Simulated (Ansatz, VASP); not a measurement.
Ag in VASP and in Ansatz

```xyz
1
Lattice="0.0000 1.8797 1.9614 1.8797 0.0000 1.9614 1.8797 1.8797 0.0000" Properties=species:S:1:pos:R:3 pbc="T T T"
Ag    0.0000    0.0000    0.0000
```

Change from the starting cell: strain -0.080 along x and y, -0.040 along z, atoms carried along.

Alike in both runs: task single point; functional PBEsol; k mesh 20 × 20 × 20; occupations gaussian, width 0.15 eV; no spin polarisation.

|  | VASP | Ansatz |
| --- | --- | --- |
| version | VASP 6.6.1 | Ansatz 0.2.0 |
| potentials or method | VASP PAW PBE potentials, release 64 (Ag), cutoff 520 eV | scalar-relativistic, plane waves, PAW |
| valence electrons in the cell | 11 | 19 |

Ansatz gave:

```
gap on the k mesh at the Fermi level (eV)                     : none
pressure (GPa)                                                : 36.9
traceless stress, the component that is largest in VASP (GPa) : -2.54
```

Problem. Which values does VASP return?

Solution. gap on the k mesh at the Fermi level (eV): none; pressure (GPa): 36.3; traceless stress, the component that is largest in VASP (GPa): -2.51.

VASP's potentials were made for PBE, not for PBEsol. A gap of «none» marks a metal or a gap that the smearing closes. Both programs put the cell under a high pressure, so it lies far from rest at this level. With one functional, cell and mesh, what is left measures potentials, basis and numerics. VASP's potentials hold 11 valence electrons a cell and Ansatz's 19, so a difference there can come from the potentials and not from the codes.
